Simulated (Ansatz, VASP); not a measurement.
Two plane-wave programs on Ba

Contents of INCAR:

```
PREC = Accurate
ENCUT = 600
EDIFF = 1E-6
ISMEAR = -1
SIGMA = 0.1
LREAL = False
LASPH = True
NELM = 80
ALGO = Normal
ISIF = 3
LWAVE = False
LCHARG = False
GGA = PE
IBRION = 2
NSW = 80
EDIFFG = -0.01
```

The input KPOINTS:

```
regular mesh
0
Gamma
  6 6 6
```

POSCAR

```
Ba
1.0
    0.0000000000      4.3860266073      4.3860266073
    4.3860266073      0.0000000000      4.3860266073
    4.3860266073      4.3860266073      0.0000000000
Ba
2
Direct
    0.1250000000      0.1250000000      0.1250000000
    0.8750000000      0.8750000000      0.8750000000
```

Input for Ansatz:

```yaml
crystal:
  lattice:
    - [0.0, 4.3860266073, 4.3860266073]
    - [4.3860266073, 0.0, 4.3860266073]
    - [4.3860266073, 4.3860266073, 0.0]
  atoms:
    - { symbol: Ba, position: [0.125, 0.125, 0.125] }
    - { symbol: Ba, position: [0.875, 0.875, 0.875] }
hamiltonian:
  xc: pbe
  pseudopotentials:
    kind: paw
    azcp:
      Ba: "pseudopotentials/Ba.paw.azcp"
basis:
  ecutwfc: 420
  fft_grid_basis: typed
kpoints:
  mp_grid: { grid: [6, 6, 6], shift: [0, 0, 0] }
magnetization:
  spin_polarized: false
scf:
  occupations: { method: fermi_dirac, width: 0.1 }
relax:
  max_steps: 60
  f_tol: 0.01
  cell: {}
```

Alike in both runs: task relaxation of cell and atoms; functional PBE; k mesh 6 × 6 × 6; occupations fermi-dirac, width 0.1 eV; no spin polarisation.

|  | VASP | Ansatz |
| --- | --- | --- |
| version | VASP 6.6.1 | Ansatz 0.2.0 |
| potentials or method | VASP PAW PBE potentials, release 64 (Ba_sv), cutoff 600 eV | plane waves (420 eV) with PAW, scalar-relativistic |
| valence electrons in the cell | 20 | 20 |

Ansatz gave:

* relaxed volume (Å³/atom): 57.39
* relaxed length of the cell vector where the two differ most in proportion (Å): 5.455

Question: Estimate VASP's values.

Answer: Relaxed volume (Å³/atom): 60.83; relaxed length of the cell vector where the two differ most in proportion (Å): 5.562.

Spin-orbit coupling is off throughout. Noted on VASP's run: the volume moved by over 15 % at a fixed basis, so the end points are rough.
